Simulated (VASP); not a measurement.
# Mo (Im-3m) in VASP: notebook, part 2 of 2

VASP 6.6.1.

## Step 3: Single point, PBE

This run uses another cell than the first one, of 15.78 Å³/atom.

Contents of INCAR:

```
SYSTEM = Mo
ALGO = Normal
EDIFF = 1E-6
ENCUT = 500
GGA = PE
GGA_COMPAT = .False.
ISIF = 2
ISMEAR = 0
LASPH = .True.
LCHARG = .False.
LREAL = .False.
LWAVE = .False.
NBANDS = 13
NELM = 120
PREC = Accurate
SIGMA = 0.1
```

Contents of KPOINTS:

```
k-points
0
Gamma
  18 18 18
  0 0 0
```

Contents of POSCAR:

```
Mo
1.0
   -1.5802450012      1.5802450012      1.5802450012
    1.5802450012     -1.5802450012      1.5802450012
    1.5802450012      1.5802450012     -1.5802450012
Mo
1
Direct
    0.0000000000      0.0000000000      0.0000000000
```

Potentials or basis: VASP PAW PBE potentials, release 64 (Mo_sv).

On the command line:

```bash
$ cat potpaw_PBE.64/Mo_sv/POTCAR > POTCAR
$ mpirun -np 1 vasp_std > vasp.out
```

OUTCAR:

```text
SYSTEM = Mo
   EDIFF = 1E-6
   ENCUT = 500
   GGA = PE
   ISIF = 2
   ISMEAR = 0
   LASPH = .True.
   LREAL = .False.
   NELM = 120
   PREC = Accurate

 ion  position               nearest neighbor table
   1  0.000  0.000  0.000-

  LATTYP: Found a body centered cubic cell.
 ALAT       =     3.1604900024

  Lattice vectors:

 A1 = (  -1.5802450012,   1.5802450012,   1.5802450012)
 A2 = (   1.5802450012,  -1.5802450012,   1.5802450012)
 A3 = (   1.5802450012,   1.5802450012,  -1.5802450012)

Analysis of symmetry for initial positions (statically):
=====================================================================
 Subroutine PRICEL returns:
 Original cell was already a primitive cell.

 Routine SETGRP: Setting up the symmetry group for a
 body centered cubic supercell.

 Subroutine GETGRP returns: Found 48 space group operations
 (whereof 48 operations were pure point group operations)
 out of a pool of 48 trial point group operations.

The static configuration has the point symmetry O_h .

Analysis of symmetry for dynamics (positions and initial velocities):
=====================================================================
 Subroutine PRICEL returns:
 Original cell was already a primitive cell.

 Routine SETGRP: Setting up the symmetry group for a
 body centered cubic supercell.

 Subroutine GETGRP returns: Found 48 space group operations
 (whereof 48 operations were pure point group operations)
 out of a pool of 48 trial point group operations.

The dynamic configuration has the point symmetry O_h .

 Subroutine INISYM returns: Found 48 space group operations
 (whereof 48 operations are pure point group operations),
 and found     1 'primitive' translations

----------------------------------------------------------------------------------------

                                     Primitive cell

  volume of cell :      15.7846

  direct lattice vectors                    reciprocal lattice vectors
    -1.580245001  1.580245001  1.580245001     0.000000000  0.316406633  0.316406633
     1.580245001 -1.580245001  1.580245001     0.316406633  0.000000000  0.316406633
     1.580245001  1.580245001 -1.580245001     0.316406633  0.316406633  0.000000000

  length of vectors
     2.737064630  2.737064630  2.737064630     0.447466551  0.447466551  0.447466551

  position of ions in fractional coordinates (direct lattice)
     0.000000000  0.000000000  0.000000000

  ion indices of the primitive-cell ions
   primitive index   ion index
                 1           1

----------------------------------------------------------------------------------------

 KPOINTS: k-points

Automatic generation of k-mesh.
 Grid dimensions read from file:
 generate k-points for:   18   18   18

 Generating k-lattice:

  Cartesian coordinates                     Fractional coordinates (reciprocal lattice)
     0.000000000  0.017578146  0.017578146     0.055555556  0.000000000  0.000000000
     0.017578146  0.000000000  0.017578146     0.000000000  0.055555556  0.000000000
     0.017578146  0.017578146  0.000000000     0.000000000  0.000000000  0.055555556

  Length of vectors
     0.024859253  0.024859253  0.024859253

  Shift w.r.t. Gamma in fractional coordinates (k-lattice)
     0.000000000  0.000000000  0.000000000

 Subroutine IBZKPT returns following result:
 ===========================================

 Found    195 irreducible k-points:

 Following reciprocal coordinates:
            Coordinates               Weight
  0.000000  0.000000  0.000000      1.000000
  0.055556  0.000000  0.000000     12.000000
  0.111111  0.000000  0.000000     12.000000
  0.166667  0.000000  0.000000     12.000000
  0.222222  0.000000  0.000000     12.000000
  0.277778  0.000000  0.000000     12.000000
[... 16 lines left out ...]
  0.333333  0.111111  0.000000     48.000000
  0.388889  0.111111  0.000000     48.000000
 [... further k-points ...]
   k-points           NKPTS =    195   k-points in BZ     NKDIM =    195   number of bands    NBANDS=     13
   number of dos      NEDOS =    301   number of ions     NIONS =      1
   total plane-waves  NPLWV =   8000
   dimension x,y,z NGX =    20 NGY =   20 NGZ =   20
   dimension x,y,z NGXF=    40 NGYF=   40 NGZF=   40
   ions per type =               1
   NGX,Y,Z   is equivalent  to a cutoff of  12.15, 12.15, 12.15 a.u.
   NGXF,Y,Z  is equivalent  to a cutoff of  24.30, 24.30, 24.30 a.u.
 SYSTEM =  Mo
   PREC   = accura    normal or accurate (medium, high low for compatibility)
   ISTART =      0    job   : 0-new  1-cont  2-samecut
   ICHARG =      2    charge: 1-file 2-atom 10-const
   ISPIN  =      1    spin polarized calculation?
   LNONCOLLINEAR =      F non collinear calculations
   LSORBIT =      F    spin-orbit coupling
   LASPH  =      T    aspherical Exc in radial PAW
   ENCUT  =  500.0 eV  36.75 Ry    6.06 a.u.   4.99  4.99  4.99*2*pi/ulx,y,z
   NELM   =    120;   NELMIN=  2; NELMDL= -5     # of ELM steps
   EDIFF  = 0.1E-05   stopping-criterion for ELM
   LREAL  =      F    real-space projection
   EDIFFG = 0.1E-04   stopping-criterion for IOM
   NSW    =      0    number of steps for IOM
   IBRION =     -1    ionic relax: 0-MD 1-quasi-New 2-CG
   NFREE  =      0    steps in history (QN), initial steepest desc. (CG)
   ISIF   =      2    stress and relaxation
   ISYM   =      2    0-nonsym 1-usesym 2-fastsym
   POTIM  = 0.5000    time-step for ionic-motion
   TEBEG  =    0.0;   TEEND  =   0.0 temperature during run
   PSTRESS=    0.0 pullay stress
   NELECT =      14.0000    total number of electrons
   NUPDOWN=      -1.0000    fix difference up-down
   EMIN   =  10.00;   EMAX   =-10.00  energy-range for DOS
   EFERMI =   0.00;   METHOD = LEGACY
   ISMEAR =     0;   SIGMA  =   0.10  broadening in eV -4-tet -1-fermi 0-gaus
   EFERMI_NEDOS =   21; number of points for ismear=-14 and -15
   IALGO  =     38    algorithm
   IMIX   =      4    mixing-type and parameters
     AMIX     =   0.40;   BMIX     =  1.00
     AMIX_MAG =   1.60;   BMIX_MAG =  1.00
  volume/ion in A,a.u.               =      15.78       106.52
  Fermi-wavevector in a.u.,A,eV,Ry     =   1.572919  2.972386 33.661832  2.474075
  Thomas-Fermi vector in A             =   2.674281
   LORBIT       =      0    0 simple, 1 ext, 2 COOP (PROOUT), +10 PAW based schemes
   GGA     = PE    functional components
   LHFCALC =     F    Hartree Fock is set to
   AEXX    =    0.0000 exact exchange contribution
   IVDW    =     0    specifies the selected vdW correction
   LEPSILON=     F    determine dielectric tensor
   LRPA    =     F    only Hartree local field effects (RPA)
 non-spin polarized calculation
 Gauss-broadening in eV      SIGMA  =   0.10
  energy-cutoff  :      500.00
  volume of cell :       15.78
 maximum number of plane-waves:       418
   NGX =  9   NGY =  9   NGZ =  9

 number of electron      14.0000004 magnetization

 Free energy of the ion-electron system (eV)
  ---------------------------------------------------
  ext. energy  EPLUGINS =         0.00000000
  ---------------------------------------------------
  free energy    TOTEN  =       -10.93494888 eV

  energy without entropy =      -10.93229618  energy(sigma->0) =      -10.93362253

 E-fermi :  12.4549     XC(G=0): -13.3357

 val. band max:       12.4352801606   @ k =   0.3889   0.1111   0.0000
 cond. band min:      12.4586635547   @ k =  -0.3889   0.4444   0.2778
 fundamental gap:      0.0233833941
 Fermi energy:        12.4549011624

 k-point     1 :       0.0000    0.0000    0.0000
  band No.  band energies     occupation
      1     -48.8424      2.00000
      2     -22.1308      2.00000
      3     -22.1308      2.00000
      4     -22.1308      2.00000
      5       5.2339      2.00000
      6      11.0920      2.00000
      7      11.0920      2.00000
      8      11.0920      2.00000
      9      14.0818      0.00000
     10      14.0818      0.00000
     11      27.2545      0.00000
     12      27.2545      0.00000
     13      27.2545      0.00000
[... 353 lines left out ...]
 k-point    24 :       0.3889    0.1111    0.0000
  band No.  band energies     occupation
      1     -48.5879      2.00000
      2     -23.4040      2.00000
      3     -22.6019      2.00000
      4     -22.2006      2.00000
      5       7.5796      2.00000
      6       9.2364      2.00000
      7      12.4353      1.21859
      8      13.9819      0.00000
      9      15.1004      0.00000
     10      17.7562      0.00000
     11      24.0205      0.00000
     12      25.1817      0.00000
     13      29.3143      0.00000

 [... further k-points ...]

------------------------ aborting loop because EDIFF is reached ----------------------------------------

  FORCE on cell =-STRESS in cart. coord.  units (eV):
  Direction    XX          YY          ZZ          XY          YZ          ZX
  --------------------------------------------------------------------------------------
  -------------------------------------------------------------------------------------
  Total        0.0513698      0.0513698      0.0513698     -0.0000000     -0.0000000      0.0000000
  in kB        5.2141742      5.2141742      5.2141742     -0.0000000     -0.0000000      0.0000000
  external PRESSURE =       5.2141742 kB  Pullay stress =       0.0000000 kB

 VOLUME and BASIS-vectors are now :
 -----------------------------------------------------------------------------
  energy-cutoff  :      500.00
  volume of cell :       15.78
      direct lattice vectors                 reciprocal lattice vectors
    -1.580245001  1.580245001  1.580245001     0.000000000  0.316406633  0.316406633
     1.580245001 -1.580245001  1.580245001     0.316406633  0.000000000  0.316406633
     1.580245001  1.580245001 -1.580245001     0.316406633  0.316406633  0.000000000

 POSITION                                       TOTAL-FORCE (eV/Angst)
 -----------------------------------------------------------------------------------
      0.00000      0.00000      0.00000         0.000000      0.000000     -0.000000
 -----------------------------------------------------------------------------------
    total drift:                                0.000000     -0.000000      0.000000

  FREE ENERGIE OF THE ION-ELECTRON SYSTEM (eV)
  ---------------------------------------------------
  free  energy   TOTEN  =       -10.9349488815 eV

  energy  without entropy=      -10.9322961843  energy(sigma->0) =      -10.93362253
```

OSZICAR:

```text
N       E                     dE             d eps       ncg     rms          rms(c)
DAV:   1     0.884658604070E+02    0.88466E+02   -0.77831E+03  5139   0.107E+03
DAV:   2    -0.104852198905E+02   -0.98951E+02   -0.95326E+02  5900   0.303E+02
DAV:   3    -0.115974309177E+02   -0.11122E+01   -0.11091E+01  5545   0.320E+01
DAV:   4    -0.115999129982E+02   -0.24821E-02   -0.24820E-02  5770   0.186E+00
DAV:   5    -0.115999288201E+02   -0.15822E-04   -0.15823E-04  5670   0.132E-01    0.144E+01
DAV:   6    -0.110170597138E+02    0.58287E+00   -0.73014E-01  5225   0.105E+01    0.385E+00
DAV:   7    -0.109386294657E+02    0.78430E-01   -0.14217E-01  5640   0.440E+00    0.956E-01
DAV:   8    -0.109348701061E+02    0.37594E-02   -0.40274E-03  5265   0.804E-01    0.191E-01
DAV:   9    -0.109349395995E+02   -0.69493E-04   -0.96191E-05  5920   0.120E-01    0.809E-02
DAV:  10    -0.109349484615E+02   -0.88619E-05   -0.12652E-05  5255   0.415E-02    0.710E-03
DAV:  11    -0.109349488815E+02   -0.42005E-06   -0.12641E-07  3035   0.385E-03
   1 F= -.10934949E+02 E0= -.10933623E+02  d E =-.265270E-02
```

Run time: 10 s. Hardware: 1 thread of Intel Xeon 6975P-C (Granite Rapids), shared host; peak memory 0.15 GiB.

What came out:

```
Free energy            : -10.9349 eV
Pressure               : 0.5 GPa
Band gap on the k mesh : zero (bands 7 and 8 overlap by 5.27 eV)
```
